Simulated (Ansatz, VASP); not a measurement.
**Ga2O3 in VASP and in Ansatz**

```xyz
10
Lattice="2.4923 1.4389 4.4807 -2.4923 1.4389 4.4807 0.0000 -2.8779 4.4807" Properties=species:S:1:pos:R:3 pbc="T T T"
Ga   -0.0577   -0.0577    4.7196
Ga   -0.0577   -0.0577    1.8859
Ga   -0.0577   -0.0577    8.6069
Ga   -0.0577   -0.0577   11.4406
O    -0.9788    1.4389    7.8412
O    -0.7567   -1.5672    7.8412
O     1.7356    0.1282    7.8412
O     0.9788   -1.4389    5.6008
O     0.7567    1.5672    5.6008
O    -1.7356   -0.1282    5.6008
```

Change from the starting cell: all Ga atoms moved -0.100 Å, as atom 1 along Cartesian [1 1 1].

Alike in both runs: task single point; functional r2SCAN; k mesh 6 × 6 × 6; occupations gaussian, width 0.05 eV; no spin polarisation.

```csv
,VASP,Ansatz
version,VASP 6.6.1,Ansatz 0.2.0
potentials or method,"VASP PAW PBE potentials, release 64 (Ga_d, O), cutoff 520 eV","scalar-relativistic, plane waves, PAW"
valence electrons in the cell,88,88
```

Ansatz gave:

* gap on the k mesh at the Fermi level (eV): 3.53
* least direct gap on the mesh (eV): 3.75
* pressure (GPa): 1.3
* traceless stress, the component that is largest in VASP (GPa): 0.82
* rms of the force components (eV/Å): 0.494

Which values does VASP return?

gap on the k mesh at the Fermi level (eV): 3.52; least direct gap on the mesh (eV): 3.74; pressure (GPa): 3.2; traceless stress, the component that is largest in VASP (GPa): 0.85; rms of the force components (eV/Å): 0.531.

VASP's potentials were made for PBE, not for r2SCAN. Atom by atom the forces differ by 0.042 eV/Å (rms over components). The functional is the same, so the differences come from potentials, cutoffs and numerics.
